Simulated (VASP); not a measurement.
# MoS2 in VASP: single point with LDA

Aim: the single point of MoS2 with LDA.

Program: VASP 6.6.1. These are calculated values, not measurements. Logs are shortened: lines on timing, memory, paths and dates and some standing lists are left out, and cuts for length are marked.

### 1 The cell of the first run

The cell holds a sheet with vacuum, 6 atoms: a = 3.160 Å, b = 3.160 Å, c = 42.354 Å, α = 90.00°, β = 90.00°, γ = 120.00°.

### 2 Single point, LDA

INCAR reads:

```
SYSTEM = MoS2
ALGO = Normal
DIPOL = 0.5 0.5 0.322
EDIFF = 1E-6
ENCUT = 520
IDIPOL = 3
ISIF = 2
ISMEAR = 0
LASPH = .TRUE.
LCHARG = .FALSE.
LDIPOL = .TRUE.
LREAL = .FALSE.
LWAVE = .FALSE.
NBANDS = 35
NELM = 60
PREC = Accurate
SIGMA = 0.02
```

KPOINTS reads:

```
k-points
0
G
  12 12 1
  0 0 0
```

POSCAR reads:

```
MoS2
1.0
    3.1600000000      0.0000000000      0.0000000000
   -1.5800000000      2.7366402760      0.0000000000
    0.0000000000      0.0000000000     42.3539999998
S Mo
4 2
Direct
    0.6666666667      0.3333333333      0.2148553172
    0.6666666667      0.3333333333      0.2875713926
    0.3333333333      0.6666666667      0.3564527846
    0.3333333333      0.6666666667      0.4291688600
    0.3333333333      0.6666666667      0.2511750971
    0.6666666667      0.3333333333      0.3928490801
```

Potentials or basis: VASP PAW LDA potentials, release 64 (S, Mo_sv).

On the command line:

```bash
$ cat potpaw_LDA.64/S/POTCAR potpaw_LDA.64/Mo_sv/POTCAR > POTCAR
$ mpirun -np 1 vasp_std > vasp.out
```

OUTCAR:

```text
SYSTEM = MoS2
   EDIFF = 1E-6
   ENCUT = 520
   ISIF = 2
   ISMEAR = 0
   LASPH = .TRUE.
   LREAL = .FALSE.
   NELM = 60
   PREC = Accurate

 ion  position               nearest neighbor table
   1  0.667  0.333  0.215-   5 2.39   5 2.39   5 2.39
   2  0.667  0.333  0.288-   5 2.39   5 2.39   5 2.39
   3  0.333  0.667  0.356-   6 2.39   6 2.39   6 2.39
   4  0.333  0.667  0.429-   6 2.39   6 2.39   6 2.39
   5  0.333  0.667  0.251-   1 2.39   1 2.39   1 2.39   2 2.39   2 2.39   2 2.39
   6  0.667  0.333  0.393-   4 2.39   4 2.39   4 2.39   3 2.39   3 2.39   3 2.39

  LATTYP: Found a hexagonal cell.
 ALAT       =     3.1600000000
 C/A-ratio  =    13.4031645569

  Lattice vectors:

 A1 = (   3.1600000000,   0.0000000000,   0.0000000000)
 A2 = (  -1.5800000000,   2.7366402760,   0.0000000000)
 A3 = (   0.0000000000,   0.0000000000,  42.3539999998)

Analysis of symmetry for initial positions (statically):
=====================================================================
 Subroutine PRICEL returns:
 Original cell was already a primitive cell.

 Routine SETGRP: Setting up the symmetry group for a
 hexagonal supercell.

 Subroutine GETGRP returns: Found 12 space group operations
 (whereof  6 operations were pure point group operations)
 out of a pool of 24 trial point group operations.

The static configuration has the point symmetry C_3v.
 The point group associated with its full space group is D_3d.

Analysis of symmetry for dynamics (positions and initial velocities):
=====================================================================
 Subroutine PRICEL returns:
 Original cell was already a primitive cell.

 Routine SETGRP: Setting up the symmetry group for a
 hexagonal supercell.

 Subroutine GETGRP returns: Found 12 space group operations
 (whereof  6 operations were pure point group operations)
 out of a pool of 24 trial point group operations.

The dynamic configuration has the point symmetry C_3v.
 The point group associated with its full space group is D_3d.

 Subroutine INISYM returns: Found 12 space group operations
 (whereof  6 operations are pure point group operations),
 and found     1 'primitive' translations

----------------------------------------------------------------------------------------

                                     Primitive cell

  volume of cell :     366.2682

  direct lattice vectors                    reciprocal lattice vectors
     3.160000000  0.000000000  0.000000000     0.316455696  0.182705781  0.000000000
    -1.580000000  2.736640276  0.000000000     0.000000000  0.365411563  0.000000000
     0.000000000  0.000000000 42.354000000     0.000000000  0.000000000  0.023610521

  length of vectors
     3.160000000  3.160000000 42.354000000     0.365411563  0.365411563  0.023610521

  position of ions in fractional coordinates (direct lattice)
     0.666666667  0.333333333  0.214855317
     0.666666667  0.333333333  0.287571393
     0.333333333  0.666666667  0.356452785
     0.333333333  0.666666667  0.429168860
     0.333333333  0.666666667  0.251175097
     0.666666667  0.333333333  0.392849080

  ion indices of the primitive-cell ions
   primitive index   ion index
                 1           1
                 2           2
                 3           3
                 4           4
                 5           5
                 6           6

----------------------------------------------------------------------------------------

 KPOINTS: k-points

Automatic generation of k-mesh.
 Grid dimensions read from file:
 generate k-points for:   12   12    1

 Generating k-lattice:

  Cartesian coordinates                     Fractional coordinates (reciprocal lattice)
     0.026371308  0.015225482  0.000000000     0.083333333 -0.000000000  0.000000000
     0.000000000  0.030450964  0.000000000     0.000000000  0.083333333  0.000000000
     0.000000000  0.000000000  0.023610521     0.000000000  0.000000000  1.000000000

  Length of vectors
     0.030450964  0.030450964  0.023610521

  Shift w.r.t. Gamma in fractional coordinates (k-lattice)
     0.000000000  0.000000000  0.000000000

 Subroutine IBZKPT returns following result:
 ===========================================

 Found     19 irreducible k-points:

 Following reciprocal coordinates:
            Coordinates               Weight
  0.000000  0.000000  0.000000      1.000000
  0.083333  0.000000  0.000000      6.000000
  0.166667  0.000000  0.000000      6.000000
  0.250000  0.000000  0.000000      6.000000
  0.333333  0.000000  0.000000      6.000000
  0.416667  0.000000  0.000000      6.000000
[... 11 lines left out ...]
  0.333333  0.250000  0.000000     12.000000
  0.333333  0.333333  0.000000      2.000000
   k-points           NKPTS =     19   k-points in BZ     NKDIM =     19   number of bands    NBANDS=     35
   number of dos      NEDOS =    301   number of ions     NIONS =      6
   total plane-waves  NPLWV = 184320
   dimension x,y,z NGX =    24 NGY =   24 NGZ =  320
   dimension x,y,z NGXF=    48 NGYF=   48 NGZF=  640
   ions per type =               4   2
   NGX,Y,Z   is equivalent  to a cutoff of  12.63, 12.63, 12.56 a.u.
   NGXF,Y,Z  is equivalent  to a cutoff of  25.25, 25.25, 25.12 a.u.
 SYSTEM =  MoS2
   PREC   = accura    normal or accurate (medium, high low for compatibility)
   ISTART =      0    job   : 0-new  1-cont  2-samecut
   ICHARG =      2    charge: 1-file 2-atom 10-const
   ISPIN  =      1    spin polarized calculation?
   LNONCOLLINEAR =      F non collinear calculations
   LSORBIT =      F    spin-orbit coupling
   LASPH  =      T    aspherical Exc in radial PAW
   ENCUT  =  520.0 eV  38.22 Ry    6.18 a.u.   5.88  5.88 78.75*2*pi/ulx,y,z
   NELM   =     60;   NELMIN=  2; NELMDL= -5     # of ELM steps
   EDIFF  = 0.1E-05   stopping-criterion for ELM
   LREAL  =      F    real-space projection
   EDIFFG = 0.1E-04   stopping-criterion for IOM
   NSW    =      0    number of steps for IOM
   IBRION =     -1    ionic relax: 0-MD 1-quasi-New 2-CG
   NFREE  =      0    steps in history (QN), initial steepest desc. (CG)
   ISIF   =      2    stress and relaxation
   ISYM   =      2    0-nonsym 1-usesym 2-fastsym
   POTIM  = 0.5000    time-step for ionic-motion
   TEBEG  =    0.0;   TEEND  =   0.0 temperature during run
   PSTRESS=    0.0 pullay stress
   NELECT =      52.0000    total number of electrons
   NUPDOWN=      -1.0000    fix difference up-down
   EMIN   =  10.00;   EMAX   =-10.00  energy-range for DOS
   EFERMI =   0.00;   METHOD = LEGACY
   ISMEAR =     0;   SIGMA  =   0.02  broadening in eV -4-tet -1-fermi 0-gaus
   EFERMI_NEDOS =   21; number of points for ismear=-14 and -15
   IALGO  =     38    algorithm
   IMIX   =      4    mixing-type and parameters
     AMIX     =   0.40;   BMIX     =  1.00
     AMIX_MAG =   1.60;   BMIX_MAG =  1.00
  volume/ion in A,a.u.               =      61.04       411.95
  Fermi-wavevector in a.u.,A,eV,Ry     =   0.854036  1.613894  9.923784  0.729378
  Thomas-Fermi vector in A             =   1.970571
   LORBIT       =      0    0 simple, 1 ext, 2 COOP (PROOUT), +10 PAW based schemes
   GGA     = CA    functional components
   LHFCALC =     F    Hartree Fock is set to
   AEXX    =    0.0000 exact exchange contribution
   IVDW    =     0    specifies the selected vdW correction
   LEPSILON=     F    determine dielectric tensor
   LRPA    =     F    only Hartree local field effects (RPA)
 non-spin polarized calculation
 Gauss-broadening in eV      SIGMA  =   0.02
  energy-cutoff  :      520.00
  volume of cell :      366.27
 maximum number of plane-waves:      9918
 NGX is ok and might be reduce to    24
   NGX = 11   NGY = 11   NGZ =157

 number of electron      51.9999997 magnetization

 dipolmoment           0.000000      0.000000     -0.000001 electrons x Angstroem

 Free energy of the ion-electron system (eV)
  ---------------------------------------------------
  ext. energy  EPLUGINS =         0.00000000
  ---------------------------------------------------
  free energy    TOTEN  =       -48.81952730 eV

  energy without entropy =      -48.81952730  energy(sigma->0) =      -48.81952730

 E-fermi :  -1.6531     XC(G=0):  -3.4663

 val. band max:       -1.7889535260   @ k =   0.0000   0.0000   0.0000
 cond. band min:      -0.7468688163   @ k =   0.3333   0.3333   0.0000
 fundamental gap:      1.0420847097
 Fermi energy:        -1.6531275843

 k-point     1 :       0.0000    0.0000    0.0000
  band No.  band energies     occupation
      1     -62.8800      2.00000
      2     -62.8800      2.00000
      3     -37.2467      2.00000
      4     -37.2466      2.00000
      5     -37.0054      2.00000
      6     -37.0054      2.00000
[... 27 lines left out ...]
     34       0.7828      0.00000
     35       3.2719      0.00000

 k-point     2 :       0.0833    0.0000    0.0000
  band No.  band energies     occupation
      1     -62.8771      2.00000
      2     -62.8771      2.00000
      3     -37.2411      2.00000
      4     -37.2410      2.00000
      5     -37.0340      2.00000
      6     -37.0340      2.00000
[... 27 lines left out ...]
     34       0.6735      0.00000
     35       3.4553      0.00000

 k-point     3 :       0.1667    0.0000    0.0000
  band No.  band energies     occupation
      1     -62.8693      2.00000
      2     -62.8693      2.00000
      3     -37.2256      2.00000
      4     -37.2256      2.00000
      5     -37.1116      2.00000
      6     -37.1116      2.00000
[... 27 lines left out ...]
     34       1.0814      0.00000
     35       3.8650      0.00000

 k-point     4 :       0.2500    0.0000    0.0000
  band No.  band energies     occupation
      1     -62.8585      2.00000
      2     -62.8585      2.00000
      3     -37.2161      2.00000
      4     -37.2161      2.00000
      5     -37.2045      2.00000
      6     -37.2044      2.00000
[... 27 lines left out ...]
     34       1.5662      0.00000
     35       4.4347      0.00000

 k-point     5 :       0.3333    0.0000    0.0000
  band No.  band energies     occupation
      1     -62.8477      2.00000
      2     -62.8477      2.00000
      3     -37.3188      2.00000
      4     -37.3188      2.00000
      5     -37.1833      2.00000
      6     -37.1832      2.00000
[... 448 lines left out ...]
 k-point    17 :       0.2500    0.2500    0.0000
  band No.  band energies     occupation
      1     -62.8369      2.00000
      2     -62.8369      2.00000
      3     -37.3441      2.00000
      4     -37.3440      2.00000
      5     -37.1802      2.00000
      6     -37.1801      2.00000
[... 27 lines left out ...]
     34       2.5493      0.00000
     35       5.1659      0.00000

 k-point    18 :       0.3333    0.2500    0.0000
  band No.  band energies     occupation
      1     -62.8329      2.00000
      2     -62.8329      2.00000
      3     -37.3493      2.00000
      4     -37.3493      2.00000
      5     -37.2214      2.00000
      6     -37.2214      2.00000
[... 27 lines left out ...]
     34       2.5945      0.00000
     35       4.5076      0.00000

 k-point    19 :       0.3333    0.3333    0.0000
  band No.  band energies     occupation
      1     -62.8315      2.00000
      2     -62.8314      2.00000
      3     -37.3190      2.00000
      4     -37.3190      2.00000
      5     -37.2691      2.00000
      6     -37.2691      2.00000
[... 27 lines left out ...]
     34       2.5910      0.00000
     35       4.3787      0.00000

------------------------ aborting loop because EDIFF is reached ----------------------------------------

 vacuum level on the upper side and lower side of the slab       (xc-potential included)        -0.091        -0.091

  FORCE on cell =-STRESS in cart. coord.  units (eV):
  Direction    XX          YY          ZZ          XY          YZ          ZX
  --------------------------------------------------------------------------------------
  -------------------------------------------------------------------------------------
  Total       -2.2144873     -2.2144873      0.0686562      0.0000000      0.0000000      0.0000000
  in kB       -9.6868939     -9.6868939      0.3003247      0.0000000      0.0000000      0.0000000
  external PRESSURE =      -6.3578210 kB  Pullay stress =       0.0000000 kB

 VOLUME and BASIS-vectors are now :
 -----------------------------------------------------------------------------
  energy-cutoff  :      520.00
  volume of cell :      366.27
      direct lattice vectors                 reciprocal lattice vectors
     3.160000000  0.000000000  0.000000000     0.316455696  0.182705781  0.000000000
    -1.580000000  2.736640276  0.000000000     0.000000000  0.365411563  0.000000000
     0.000000000  0.000000000 42.354000000     0.000000000  0.000000000  0.023610521

 POSITION                                       TOTAL-FORCE (eV/Angst)
 -----------------------------------------------------------------------------------
      1.58000      0.91221      9.09998         0.000000      0.000000     -0.019444
      1.58000      0.91221     12.17980        -0.000000      0.000000      0.014848
     -0.00000      1.82443     15.09720         0.000000     -0.000000     -0.014848
     -0.00000      1.82443     18.17702        -0.000000      0.000000      0.019444
     -0.00000      1.82443     10.63827         0.000000     -0.000000      0.002755
      1.58000      0.91221     16.63873        -0.000000      0.000000     -0.002755
 -----------------------------------------------------------------------------------
    total drift:                               -0.000000      0.000000     -0.000052

  FREE ENERGIE OF THE ION-ELECTRON SYSTEM (eV)
  ---------------------------------------------------
  free  energy   TOTEN  =       -48.8195273037 eV

  energy  without entropy=      -48.8195273037  energy(sigma->0) =      -48.81952730

 vacuum level on the upper side and lower side of the slab         3.691         3.691
```

Wall time 9.4 min (1 thread of AMD EPYC 7R13, shared host); peak memory 0.42 GiB.

Results:

* Free energy: -48.8195 eV
* Largest force: 0.019 eV/Å
* Band gap on the k mesh: 1.04 eV, indirect (least direct gap 1.67 eV)

Forces on the atoms (eV/Å):
```
S    0.000  0.000 -0.019
S    0.000  0.000  0.015
S    0.000  0.000 -0.015
S    0.000  0.000  0.019
Mo   0.000  0.000  0.003
Mo   0.000  0.000 -0.003
```
